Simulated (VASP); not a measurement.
GaN: relaxation of cell and atoms with HF

Crystal: GaN.

```
CELL_PARAMETERS angstrom
5.23038 0.00000 0.00000
-2.61519 4.52964 0.00000
0.00000 0.00000 3.39010
ATOMIC_POSITIONS crystal
Ga 0.00000 0.00000 0.50000
N 0.00000 0.00000 0.00000
```

```
Program                            : VASP 6.6.1
Task                               : relaxation of cell and atoms
Functional                         : HF
Potentials or basis                : VASP PAW PBE potentials, release 64 (Ga_d, N)
Cutoff                             : 600 eV
k mesh                             : 3 × 3 × 4
Occupations                        : fermi-dirac, width 0.05 eV
Spin                               : no spin polarisation
Dipole correction                  : no
Grid for exact exchange (PRECFOCK) : Normal
Further INCAR settings             : ALGO = Normal; EDIFF = 1e-07; IBRION = 2; EDIFFG = -0.01; NSW = 60; ISIF = 3
```

| Quantity | Value |
| --- | --- |
| Relaxed volume | 39.97 Å³/atom |
| Relaxed cell | a = 5.231 Å, b = 5.231 Å, c = 3.374 Å, α = 90.00°, β = 90.00°, γ = 120.00° |
| Space group after relaxing (to 0.05 Å) | P6/mmm (No. 191) |
| Energy gained by relaxing | 1.4 meV/atom |
| Ionic steps | 4 |
| Pressure after relaxing | 0.0 GPa |
| Band gap on the k mesh | 8.67 eV, indirect (least direct gap 10.73 eV) |

Step by step:
| step | energy change (eV) | largest force (eV/Å) | pressure (GPa) | volume (Å³) |
| --- | --- | --- | --- | --- |
| 1 | 0.0000 | 0.0000 | -0.75 | 80.32 |
| 2 | 0.0666 | 0.0000 | 4.13 | 78.13 |
| 3 | -0.0028 | 0.0000 | -0.01 | 79.95 |
| 4 | -0.0028 | 0.0000 | 0.02 | 79.94 |

Final structure:
```cif
data_structure
_symmetry_space_group_name_H-M 'P 1'
_symmetry_Int_Tables_number 1
_cell_length_a 5.2306
_cell_length_b 5.2306
_cell_length_c 3.3739
_cell_angle_alpha 90.000
_cell_angle_beta 90.000
_cell_angle_gamma 120.000
_cell_volume 79.94
loop_
_atom_site_label
_atom_site_type_symbol
_atom_site_fract_x
_atom_site_fract_y
_atom_site_fract_z
_atom_site_occupancy
Ga1 Ga 0.00000 0.00000 0.50000 1
N1 N 0.00000 0.00000 0.00000 1
```

Levels at points of the mesh, in eV from the valence-band top:
| k point | band 5 | band 6 | band 7 | band 8 | band 9 | band 10 | band 11 | band 12 | band 13 |
| --- | --- | --- | --- | --- | --- | --- | --- | --- | --- |
| (0.00, 0.00, 0.00) | -22.55 | -17.01 | -4.01 | -2.06 | -2.06 | 8.67 | 14.79 | 15.06 | 15.06 |
| (0.00, 0.00, 0.50) | -22.65 | -17.87 | -7.32 | 0.00 | 0.00 | 12.71 | 12.89 | 12.89 | 13.31 |

Run time: 57 min on 1 thread of Oxide Virtual Turin-like Processor, on a shared host, peak memory 0.2 GiB.

Caveat: the k points lie up to 0.47 Å⁻¹ apart in the final cell; the PAW data sets were made with another functional, which shifts forces and pressure a little. A k mesh can miss the band edges.
